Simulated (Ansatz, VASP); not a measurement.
## GaAs: VASP beside Ansatz

```xyz
2
Lattice="0.0000 2.8334 2.8334 2.8334 0.0000 2.8334 2.8334 2.8334 0.0000" Properties=species:S:1:pos:R:3 pbc="T T T"
Ga    0.0000    0.0000    0.0000
As    1.4167    1.4167    1.4167
```

Alike in both runs: functional r2SCAN; k mesh 12 × 12 × 12; no spin polarisation.

Ansatz relaxed the structure, and its values are those at the end. VASP's run is a single point on that final structure, the one shown.

|  | VASP | Ansatz |
| --- | --- | --- |
| version | VASP 6.6.1 | Ansatz 0.2.0 |
| potentials or method | VASP PAW PBE potentials, release 64 (Ga_d, As), cutoff 520 eV | scalar-relativistic, plane waves, PAW |
| occupations | gaussian, width 0.01 eV | fixed |
| valence electrons in the cell | 18 | 28 |

Ansatz gave:

```
gap on the k mesh at the Fermi level (eV) : 0.96
least direct gap on the mesh (eV)         : 0.96
pressure (GPa)                            : 0.0
```

Task: What did VASP give for the same quantities?

Result: gap on the k mesh at the Fermi level (eV): 0.94; least direct gap on the mesh (eV): 0.94; pressure (GPa): 0.1.

VASP's potentials were made for PBE, not for r2SCAN. VASP's potentials hold 18 valence electrons a cell and Ansatz's 28, so a difference there can come from the potentials and not from the codes.
